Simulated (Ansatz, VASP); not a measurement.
## Al3Cu in VASP and in Ansatz

INCAR

```
PREC = Accurate
ENCUT = 520
EDIFF = 1E-6
ISMEAR = 0
SIGMA = 0.15
LREAL = F
LASPH = T
NELM = 80
ALGO = Fast
ISIF = 2
LWAVE = F
LCHARG = T
GGA = PS
LELF = T
LVHAR = T
NBANDS = 18
```

KPOINTS

```
regular mesh
0
Gamma
  18 18 6
```

Contents of POSCAR:

```
Al3Cu
1.0
    2.7796830098      0.0000000000      0.0000000000
    0.0000000000      2.7796830098      0.0000000000
    0.0000000000      0.0000000000      7.6029571177
Al Cu
3 1
Direct
    0.0000000000      0.0000000000      0.5000000000
    0.5000000000      0.5000000000      0.2206884206
    0.5000000000      0.5000000000      0.7793115794
    0.0000000000      0.0000000000     -0.0263055541
```

Input for Ansatz:

```yaml
crystal:
  lattice:
    - [2.7796830098, 0.0, 0.0]
    - [0.0, 2.7796830098, 0.0]
    - [0.0, 0.0, 7.6029571177]
  atoms:
    - { symbol: Al, position: [0.0, 0.0, 0.5] }
    - { symbol: Al, position: [0.5, 0.5, 0.2206884206] }
    - { symbol: Al, position: [0.5, 0.5, 0.7793115794] }
    - { symbol: Cu, position: [0.0, 0.0, -0.0263055541] }
basis:
  ecutwfc: 420
kpoints:
  mp_grid: { grid: [18, 18, 6] }
hamiltonian:
  xc: pbesol
scf:
  occupations: { method: gaussian, width: 0.15 }
output:
  forces: true
  stress: true
  eigenvalues: true
```

Alike in both runs: task single point; functional PBEsol; k mesh 18 × 18 × 6; occupations gaussian, width 0.15 eV; no spin polarisation.

|  | VASP | Ansatz |
| --- | --- | --- |
| version | VASP 6.6.1 | Ansatz 0.2.0 |
| potentials or method | VASP PAW PBE potentials, release 64 (Al, Cu), cutoff 520 eV | scalar-relativistic, plane waves, PAW |
| valence electrons in the cell | 20 | 28 |

|  | VASP | Ansatz | Ansatz less VASP |
| --- | --- | --- | --- |
| gap on the k mesh at the Fermi level (eV) | none | none | - |
| pressure (GPa) | 1.3 | 1.1 | -0.10 |
| traceless stress, the component that is largest in VASP (GPa) | -0.63 | -0.63 | +0.002 |
| rms of the force components (eV/Å) | 0.431 | 0.428 | -0.0035 |

VASP's potentials were made for PBE, not for PBEsol. Atom by atom the forces differ by 0.009 eV/Å (rms over components). A gap of «none» marks a metal or a gap that the smearing closes. With one functional, cell and mesh, what is left measures potentials, basis and numerics. VASP's potentials hold 20 valence electrons a cell and Ansatz's 28, so a difference there can come from the potentials and not from the codes.
